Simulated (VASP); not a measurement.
# Rh12Cl in VASP: notebook

The runs below take Rh12Cl through relaxation of the atoms, single point, with PBE.

Program: VASP 6.6.1. These are calculated values, not measurements. Logs are shortened: lines on timing, memory, paths and dates and some standing lists are left out, and cuts for length are marked.

## (1) The cell of the first run

The cell holds a slab with vacuum, 13 atoms: a = 5.417 Å, b = 5.417 Å, c = 19.797 Å, α = 90.00°, β = 90.00°, γ = 120.00°.

## (2) Relaxation of the atoms, PBE

INCAR reads:

```
PREC = Accurate
ENCUT = 450
EDIFF = 1E-7
ISMEAR = 0
SIGMA = 0.1
LREAL = F
LASPH = T
NELM = 120
ALGO = Normal
ISIF = 2
LWAVE = F
LCHARG = F
LDIPOL = T
IDIPOL = 3
DIPOL = 0.5 0.5 0.326
GGA = PE
IBRION = 2
NSW = 36
EDIFFG = -0.025
GGA_COMPAT = F
NELMIN = 4
NELMDL = -8
KPAR = 4
```

KPOINTS reads:

```
Automatic mesh
0
Gamma
  6 6 1
```

POSCAR reads:

```
Rh12Cl
1.0
    5.4165863251      0.0000000000      0.0000000000
   -2.7082931626      4.6909013593      0.0000000000
    0.0000000000      0.0000000000     19.7966119230
Rh Cl
12 1
Selective dynamics
Direct
    0.3333333333      0.1666666667      0.2020547766  F F F
    0.3333333333      0.6666666667      0.2020547766  F F F
    0.8333333333      0.1666666667      0.2020547766  F F F
    0.8333333333      0.6666666667      0.2020547766  F F F
    0.1666666667      0.3333333333      0.3106031937  F F F
    0.1666666667      0.8333333333      0.3106031937  F F F
    0.6666666667      0.3333333333      0.3106031937  F F F
    0.6666666667      0.8333333333      0.3106031937  F F F
    0.0000000000      0.0000000000      0.4190925172  F F F
    0.0000000000      0.5000000000      0.4190925172  F F F
    0.5000000000      0.0000000000      0.4190925172  F F F
    0.5000000000      0.5000000000      0.4190925172  F F F
    0.3333333333      0.1666666667      0.5059632775  F F T
```

Potentials or basis: VASP PAW PBE potentials, release 64 (Rh_pv, Cl).

Launch:

```sh
> cat potpaw_PBE.64/Rh_pv/POTCAR potpaw_PBE.64/Cl/POTCAR > POTCAR
> mpirun -np 4 vasp_std > vasp.out
```

OUTCAR:

```text
PREC = Accurate
   ENCUT = 450
   EDIFF = 1E-7
   ISMEAR = 0
   LREAL = F
   LASPH = T
   NELM = 120
   ISIF = 2
   GGA = PE
   IBRION = 2
   NSW = 36
   EDIFFG = -0.025
   NELMIN = 4
   NELMDL = -8

 ion  position               nearest neighbor table
   1  0.333  0.167  0.202-   5 2.66   7 2.66   6 2.66   4 2.71   4 2.71   3 2.71   3 2.71   2 2.71
                             2 2.71
   2  0.333  0.667  0.202-   6 2.66   8 2.66   5 2.66   3 2.71   3 2.71   4 2.71   4 2.71   1 2.71
                             1 2.71
   3  0.833  0.167  0.202-   7 2.66   5 2.66   8 2.66   2 2.71   2 2.71   1 2.71   1 2.71   4 2.71
                             4 2.71
   4  0.833  0.667  0.202-   8 2.66   6 2.66   7 2.66   1 2.71   1 2.71   2 2.71   2 2.71   3 2.71
                             3 2.71
   5  0.167  0.333  0.311-  12 2.66   9 2.66  10 2.66   1 2.66   3 2.66   2 2.66   8 2.71   8 2.71
                             7 2.71   7 2.71   6 2.71   6 2.71
   6  0.167  0.833  0.311-  11 2.66  10 2.66   9 2.66   2 2.66   4 2.66   1 2.66   7 2.71   7 2.71
                             8 2.71   8 2.71   5 2.71   5 2.71
   7  0.667  0.333  0.311-  10 2.66  11 2.66  12 2.66   3 2.66   1 2.66   4 2.66   6 2.71   6 2.71
                             5 2.71   5 2.71   8 2.71   8 2.71
   8  0.667  0.833  0.311-   9 2.66  12 2.66  11 2.66   4 2.66   2 2.66   3 2.66   5 2.71   5 2.71
                             6 2.71   6 2.71   7 2.71   7 2.71
   9  0.000  0.000  0.419-  13 2.32   8 2.66   5 2.66   6 2.66  12 2.71  12 2.71  11 2.71  11 2.71
                            10 2.71  10 2.71
  10  0.000  0.500  0.419-   7 2.66   6 2.66   5 2.66  11 2.71  11 2.71  12 2.71  12 2.71   9 2.71
                             9 2.71
  11  0.500  0.000  0.419-  13 2.32   6 2.66   7 2.66   8 2.66  10 2.71  10 2.71   9 2.71   9 2.71
                            12 2.71  12 2.71
  12  0.500  0.500  0.419-  13 2.32   5 2.66   8 2.66   7 2.66   9 2.71   9 2.71  10 2.71  10 2.71
                            11 2.71  11 2.71
  13  0.333  0.167  0.506-   9 2.32  12 2.32  11 2.32

  LATTYP: Found a hexagonal cell.
 ALAT       =     5.4165863251
 C/A-ratio  =     3.6548133335

  Lattice vectors:

 A1 = (   5.4165863251,   0.0000000000,   0.0000000000)
 A2 = (  -2.7082931626,   4.6909013593,   0.0000000000)
 A3 = (   0.0000000000,   0.0000000000,  19.7966119230)

Analysis of symmetry for initial positions (statically):
=====================================================================
 Subroutine PRICEL returns:
 Original cell was already a primitive cell.

 Routine SETGRP: Setting up the symmetry group for a
 hexagonal supercell.

 Subroutine GETGRP returns: Found  6 space group operations
 (whereof  2 operations were pure point group operations)
 out of a pool of 24 trial point group operations.

The static configuration has the point symmetry C_1h.
 The point group associated with its full space group is C_3v.

Analysis of symmetry for dynamics (positions and initial velocities):
=====================================================================
 Subroutine PRICEL returns:
 Original cell was already a primitive cell.

 Routine SETGRP: Setting up the symmetry group for a
 hexagonal supercell.

 Subroutine GETGRP returns: Found  6 space group operations
 (whereof  2 operations were pure point group operations)
 out of a pool of 24 trial point group operations.

The dynamic configuration has the point symmetry C_1h.
 The point group associated with its full space group is C_3v.

Analysis of constrained symmetry for selective dynamics:
=====================================================================
 Subroutine PRICEL returns:
 Original cell was already a primitive cell.

 Routine SETGRP: Setting up the symmetry group for a
 hexagonal supercell.

 Subroutine GETGRP returns: Found  6 space group operations
 (whereof  2 operations were pure point group operations)
 out of a pool of 24 trial point group operations.

The constrained configuration has the point symmetry C_1h.
 The point group associated with its full space group is C_3v.

 Subroutine INISYM returns: Found  6 space group operations
 (whereof  2 operations are pure point group operations),
 and found     1 'primitive' translations
[... 87 lines left out ...]
   NGX,Y,Z   is equivalent  to a cutoff of  12.28, 12.28, 11.76 a.u.
   NGXF,Y,Z  is equivalent  to a cutoff of  24.55, 24.55, 23.51 a.u.
 SYSTEM =  unknown system
   PREC   = accura    normal or accurate (medium, high low for compatibility)
   ISTART =      0    job   : 0-new  1-cont  2-samecut
   ICHARG =      2    charge: 1-file 2-atom 10-const
   ISPIN  =      1    spin polarized calculation?
   LNONCOLLINEAR =      F non collinear calculations
   LSORBIT =      F    spin-orbit coupling
   LASPH  =      T    aspherical Exc in radial PAW
   ENCUT  =  450.0 eV  33.07 Ry    5.75 a.u.   9.37  9.37 34.24*2*pi/ulx,y,z
   NELM   =    120;   NELMIN=  4; NELMDL= -8     # of ELM steps
   EDIFF  = 0.1E-06   stopping-criterion for ELM
   LREAL  =      F    real-space projection
   EDIFFG = -.3E-01   stopping-criterion for IOM
   NSW    =     36    number of steps for IOM
   IBRION =      2    ionic relax: 0-MD 1-quasi-New 2-CG
   NFREE  =      1    steps in history (QN), initial steepest desc. (CG)
   ISIF   =      2    stress and relaxation
   ISYM   =      2    0-nonsym 1-usesym 2-fastsym
   POTIM  = 0.5000    time-step for ionic-motion
   TEBEG  =    0.0;   TEEND  =   0.0 temperature during run
   PSTRESS=    0.0 pullay stress
   NELECT =     187.0000    total number of electrons
   NUPDOWN=      -1.0000    fix difference up-down
   EMIN   =  10.00;   EMAX   =-10.00  energy-range for DOS
   EFERMI =   0.00;   METHOD = LEGACY
   ISMEAR =     0;   SIGMA  =   0.10  broadening in eV -4-tet -1-fermi 0-gaus
   EFERMI_NEDOS =   21; number of points for ismear=-14 and -15
   IALGO  =     38    algorithm
   IMIX   =      4    mixing-type and parameters
     AMIX     =   0.40;   BMIX     =  1.00
     AMIX_MAG =   1.60;   BMIX_MAG =  1.00
  volume/ion in A,a.u.               =      38.69       261.11
  Fermi-wavevector in a.u.,A,eV,Ry     =   1.177148  2.224487 18.853287  1.385678
  Thomas-Fermi vector in A             =   2.313500
   LORBIT       =      0    0 simple, 1 ext, 2 COOP (PROOUT), +10 PAW based schemes
   GGA     = PE    functional components
   LHFCALC =     F    Hartree Fock is set to
   AEXX    =    0.0000 exact exchange contribution
   IVDW    =     0    specifies the selected vdW correction
   LEPSILON=     F    determine dielectric tensor
   LRPA    =     F    only Hartree local field effects (RPA)
 conjugate gradient relaxation of ions
 non-spin polarized calculation
 Gauss-broadening in eV      SIGMA  =   0.10
  energy-cutoff  :      450.00
  volume of cell :      503.01
 maximum number of plane-waves:     10940
 NGX is ok and might be reduce to    40
   NGX = 19   NGY = 19   NGZ = 69

--------------------------------------- Ionic step        1  -------------------------------------------

 number of electron     187.0000012 magnetization

 Free energy of the ion-electron system (eV)
  ---------------------------------------------------
  ext. energy  EPLUGINS =         0.00000000
  ---------------------------------------------------
  free energy    TOTEN  =       -84.32235272 eV

  energy without entropy =      -84.24188951  energy(sigma->0) =      -84.28212112

------------------------ aborting loop because EDIFF is reached ----------------------------------------

  FORCE on cell =-STRESS in cart. coord.  units (eV):
  Direction    XX          YY          ZZ          XY          YZ          ZX
  --------------------------------------------------------------------------------------
  -------------------------------------------------------------------------------------
  Total       -3.0053199     -3.0053199      4.3484296      0.0000000      0.0000000     -0.0000000
  in kB       -9.5725679     -9.5725679     13.8506509      0.0000000      0.0000000     -0.0000000
  external PRESSURE =      -1.7648283 kB  Pullay stress =       0.0000000 kB
[... 83 lines left out ...]
 number of electron     187.0000012 magnetization

------------------------ aborting loop because EDIFF is reached ----------------------------------------

 vacuum level on the upper side and lower side of the slab       (xc-potential included)        -0.002        -0.002

  FORCE on cell =-STRESS in cart. coord.  units (eV):
  Direction    XX          YY          ZZ          XY          YZ          ZX
  --------------------------------------------------------------------------------------
  -------------------------------------------------------------------------------------
  Total       -4.5030666     -4.5030666      0.2415949      0.0000000      0.0000000     -0.0000000
  in kB      -14.3432020    -14.3432020      0.7695299      0.0000000      0.0000000     -0.0000000
  external PRESSURE =      -9.3056247 kB  Pullay stress =       0.0000000 kB
[... 28 lines left out ...]
  FREE ENERGIE OF THE ION-ELECTRON SYSTEM (eV)
  ---------------------------------------------------
  free  energy   TOTEN  =       -84.4646863422 eV

  energy  without entropy=      -84.3831017505  energy(sigma->0) =      -84.42389405

 dipolmoment           0.000000      0.000000      0.001299 electrons x Angstroem

--------------------------------------- Ionic step        4  -------------------------------------------

 number of electron     187.0000012 magnetization

 dipolmoment           0.000000      0.000000     -0.000907 electrons x Angstroem

 Free energy of the ion-electron system (eV)
  ---------------------------------------------------
  ext. energy  EPLUGINS =         0.00000000
  ---------------------------------------------------
  free energy    TOTEN  =       -84.46475710 eV

  energy without entropy =      -84.38322857  energy(sigma->0) =      -84.42399283

 E-fermi :   0.9346     XC(G=0):  -5.8822

 val. band max:        0.9171735776   @ k =   0.3333   0.3333   0.0000
 cond. band min:       0.9440650851   @ k =   0.3333   0.3333   0.0000
 fundamental gap:      0.0268915075
 Fermi energy:         0.9345548772

 k-point     1 :       0.0000    0.0000    0.0000
  band No.  band energies     occupation
      1     -46.1920      2.00000
      2     -46.1920      2.00000
      3     -46.1581      2.00000
      4     -46.1117      2.00000
      5     -46.0342      2.00000
      6     -46.0099      2.00000
[... 745 lines left out ...]
    104       1.8317      0.00000
    105       1.9188      0.00000
 [bands above 105 left out]

------------------------ aborting loop because EDIFF is reached ----------------------------------------

 vacuum level on the upper side and lower side of the slab       (xc-potential included)        -0.005         0.001

  FORCE on cell =-STRESS in cart. coord.  units (eV):
  Direction    XX          YY          ZZ          XY          YZ          ZX
  --------------------------------------------------------------------------------------
  -------------------------------------------------------------------------------------
  Total       -4.4790975     -4.4790975      0.3140664      0.0000000      0.0000000     -0.0000000
  in kB      -14.2668554    -14.2668554      1.0003667      0.0000000      0.0000000     -0.0000000
  external PRESSURE =      -9.1777814 kB  Pullay stress =       0.0000000 kB
[... 28 lines left out ...]
  FREE ENERGIE OF THE ION-ELECTRON SYSTEM (eV)
  ---------------------------------------------------
  free  energy   TOTEN  =       -84.4647570974 eV

  energy  without entropy=      -84.3832285684  energy(sigma->0) =      -84.42399283

 reached required accuracy - stopping structural energy minimisation

 vacuum level on the upper side and lower side of the slab         5.943         5.950
```

Run time: 12 min. Hardware: 4 MPI ranks of Intel Xeon Platinum 8488C (Sapphire Rapids), shared host; peak memory 0.68 GiB.

What came out:

```
Free energy               : -84.4648 eV
Energy gained by relaxing : 11.0 meV/atom
Ionic steps               : 4
Band gap on the k mesh    : zero (an odd number of electrons rules out a gap without spin polarisation)
```

Step by step:
```tsv
step	energy change (eV)	largest force on free atoms (eV/Å)	pressure (GPa)
1	0.0000	1.6407	-0.18
2	-0.0978	0.8558	-0.53
3	-0.1423	0.0310	-0.93
4	-0.1424	0.0041	-0.92
```

Final structure:
```yaml
crystal:
  lattice:
    - [5.41659, 0.00000, 0.00000]
    - [-2.70829, 4.69090, 0.00000]
    - [0.00000, 0.00000, 19.79661]
  atoms:
    - { symbol: Rh, position: [0.33333, 0.16667, 0.20205] }
    - { symbol: Rh, position: [0.33333, 0.66667, 0.20205] }
    - { symbol: Rh, position: [0.83333, 0.16667, 0.20205] }
    - { symbol: Rh, position: [0.83333, 0.66667, 0.20205] }
    - { symbol: Rh, position: [0.16667, 0.33333, 0.31060] }
    - { symbol: Rh, position: [0.16667, 0.83333, 0.31060] }
    - { symbol: Rh, position: [0.66667, 0.33333, 0.31060] }
    - { symbol: Rh, position: [0.66667, 0.83333, 0.31060] }
    - { symbol: Rh, position: [0.00000, 0.00000, 0.41909] }
    - { symbol: Rh, position: [0.00000, 0.50000, 0.41909] }
    - { symbol: Rh, position: [0.50000, 0.00000, 0.41909] }
    - { symbol: Rh, position: [0.50000, 0.50000, 0.41909] }
    - { symbol: Cl, position: [0.33333, 0.16667, 0.51553] }
```

Caveat: an odd number of electrons without spin polarisation forces a metal; a magnetic or distorted state may lie lower.

## (3) Single point, PBE

INCAR reads:

```
ALGO = Normal
DIPOL = 0.5 0.5 0.326
EDIFF = 1E-7
ENCUT = 520
GGA = PE
IDIPOL = 3
ISIF = 2
ISMEAR = 0
LASPH = True
LCHARG = False
LDIPOL = True
LREAL = False
LWAVE = False
NBANDS = 106
NELM = 80
PREC = Accurate
SIGMA = 0.1
```

KPOINTS reads:

```
k-points
0
Gamma
  6 6 1
```

POSCAR reads:

```
Rh12Cl
1.0
    5.4165863251      0.0000000000      0.0000000000
   -2.7082931626      4.6909013593      0.0000000000
    0.0000000000      0.0000000000     19.7966119230
Rh Cl
12 1
Direct
    0.3333333333      0.1666666667      0.2020547766
    0.3333333333      0.6666666667      0.2020547766
    0.8333333333      0.1666666667      0.2020547766
    0.8333333333      0.6666666667      0.2020547766
    0.1666666667      0.3333333333      0.3106031937
    0.1666666667      0.8333333333      0.3106031937
    0.6666666667      0.3333333333      0.3106031937
    0.6666666667      0.8333333333      0.3106031937
    0.0000000000      0.0000000000      0.4190925172
    0.0000000000      0.5000000000      0.4190925172
    0.5000000000      0.0000000000      0.4190925172
    0.5000000000      0.5000000000      0.4190925172
    0.3333333333      0.1666666667      0.5155965290
```

Potentials or basis: VASP PAW PBE potentials, release 64 (Rh_pv, Cl).

Launch:

```sh
> cat potpaw_PBE.64/Rh_pv/POTCAR potpaw_PBE.64/Cl/POTCAR > POTCAR
> mpirun -np 1 vasp_std > vasp.out
```

It took 29 min on 1 thread of Intel Xeon 8259CL, shared host; peak memory 0.67 GiB.

Results (log left out):

```yaml
Free_energy: -84.4689 eV
Largest_force: 0.948 eV/Å
Band_gap_on_the_k_mesh: zero (an odd number of electrons rules out a gap without spin polarisation)
```

Forces in eV/Å, atoms in the order of the input:
```
Rh   0.000  0.000 -0.077
Rh  -0.080 -0.046 -0.077
Rh   0.000  0.092 -0.077
Rh   0.080 -0.046 -0.077
Rh  -0.040  0.023 -0.206
Rh   0.000 -0.046 -0.206
Rh   0.040  0.023 -0.206
Rh   0.000  0.000  0.948
Rh  -0.364 -0.210  0.070
Rh   0.000  0.000 -0.217
Rh   0.364 -0.210  0.070
Rh   0.000  0.420  0.070
Cl   0.000  0.000 -0.015
```

Levels at points of the mesh, in eV from the Fermi level:
| k point | band 91 | band 92 | band 93 | band 94 | band 95 | band 96 | band 97 | band 98 | band 99 | band 100 |
| --- | --- | --- | --- | --- | --- | --- | --- | --- | --- | --- |
| (0.00, 0.00, 0.00) | 0.36 | 0.38 | 0.38 | 0.49 | 0.51 | 0.52 | 0.52 | 0.85 | 0.90 | 0.90 |
| (0.50, 0.00, 0.00) | -0.82 | -0.80 | -0.40 | -0.36 | -0.31 | -0.31 | 0.22 | 0.33 | 0.38 | 0.46 |

Caveat: an odd number of electrons without spin polarisation forces a metal; a magnetic or distorted state may lie lower.
